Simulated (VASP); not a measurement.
The system is CdF2.

```
CELL_PARAMETERS angstrom
0.00000 2.69418 2.69418
2.69418 0.00000 2.69418
2.69418 2.69418 0.00000
ATOMIC_POSITIONS crystal
Cd 0.00000 0.00000 0.00000
F 0.25000 0.25000 0.25000
F 0.75000 0.75000 0.75000
```

Base run:

| Property | Result |
| --- | --- |
| Program | VASP 6.6.1 |
| Functional | PBEsol |
| Potentials or basis | VASP PAW PBE potentials, release 64 (Cd, F) |
| Cutoff | 520 eV |
| k mesh | 10 × 10 × 10 |
| Occupations | gaussian, width 0.01 eV |
| Spin | no spin polarisation |

Its results: band gap on the k mesh 2.91 eV (least direct gap 3.39 eV); pressure 0.5 GPa.

Task: The run is repeated on the same cell with these changes: functional from PBEsol to PBE; k mesh from 10 × 10 × 10 to 8 × 8 × 8. What comes out?

Result: Band gap on the k mesh 3.07 eV (least direct gap 3.57 eV); pressure 6.2 GPa.

Several settings changed at once.

Caveats: the PAW data sets were made with another functional, which shifts forces and pressure a little (at least some runs); the cell stands under pressure (at least some runs).

A k mesh can miss the band edges.
